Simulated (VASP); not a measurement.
# V2Si: single point with PBE

V2Si:

```
V Si
1.0
     0.00000    2.84216    2.84216
     2.84216    0.00000    2.84216
     2.84216    2.84216    0.00000
V Si
2 1
Cartesian
  1.4211 1.4211 1.4211
  4.2632 4.2632 4.2632
  0.0000 0.0000 0.0000
```

The cell was generated, and may not be a known phase.

| Quantity | Value |
| --- | --- |
| Program | VASP 6.6.1 |
| Task | single point |
| Functional | PBE |
| Potentials or basis | VASP PAW PBE potentials, release 64 (V_sv, Si) |
| Cutoff | 520 eV |
| k mesh | 14 × 14 × 14 |
| Occupations | gaussian, width 0.1 eV |
| Spin | collinear spin, ferromagnetic start |
| Starting moments | [-0.16, -0.16, 0.0] μB |
| Dipole correction | no |
| Further INCAR settings | ALGO = Fast; EDIFF = 1e-06; NBANDS = 26 |

```yaml
Pressure: 0.1 GPa
Band_gap_on_the_k_mesh: zero (filled and empty bands overlap)
Net_moment: 0.00 μB per cell
Valence_electrons_inside_the_program's_atomic_spheres: V 11.54; Si 1.82
```

Levels at points of the mesh, in eV from the Fermi level:
Spin up:
```csv
k point,band 11,band 12,band 13,band 14,band 15,band 16,band 17,band 18,band 19,band 20
"(0.00, 0.00, 0.00)",-3.43,-3.43,-2.00,-2.00,1.47,1.47,1.47,2.54,2.54,4.29
"(0.50, 0.00, 0.00)",-2.62,-2.62,-0.74,-0.74,0.13,0.13,0.15,0.29,0.29,0.47
"(0.50, 0.50, 0.00)",-2.29,-1.79,-1.79,-1.55,-1.25,0.40,0.40,1.05,1.05,1.72
```
Spin down:
```tsv
k point	band 13	band 14	band 15	band 16	band 17	band 18
(0.00, 0.00, 0.00)	-2.00	-2.00	1.47	1.47	1.47	2.54
(0.50, 0.00, 0.00)	-0.74	-0.74	0.13	0.13	0.15	0.29
(0.50, 0.50, 0.00)	-1.79	-1.55	-1.25	0.40	0.40	1.05
```

It took 4.3 min on 1 thread of Intel Xeon 8581C, on a shared host, peak memory 0.31 GiB.
